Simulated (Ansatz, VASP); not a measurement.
# Two plane-wave programs on Pb

```
Pb
1.0
     0.00000    2.44680    2.44680
     2.44680    0.00000    2.44680
     2.44680    2.44680    0.00000
Pb
1
Direct
  0.00000 0.00000 0.00000
```

Alike in both runs: task single point; functional r2SCAN; k mesh 14 × 14 × 14; occupations gaussian, width 0.1 eV; no spin polarisation.

|  | VASP | Ansatz |
| --- | --- | --- |
| version | VASP 6.6.1 | Ansatz 0.2.0 |
| potentials or method | VASP PAW PBE potentials, release 64 (Pb_d), cutoff 520 eV | scalar-relativistic, plane waves, PAW |
| valence electrons in the cell | 14 | 14 |

|  | VASP | Ansatz | Ansatz less VASP |
| --- | --- | --- | --- |
| gap on the k mesh at the Fermi level (eV) | none | none | - |
| pressure (GPa) | 3.2 | 3.2 | 0.00 |

VASP's potentials were made for PBE, not for r2SCAN. A gap of «none» marks a metal or a gap that the smearing closes. The functional is the same, so the differences come from potentials, cutoffs and numerics.

Spin-orbit coupling is off throughout.
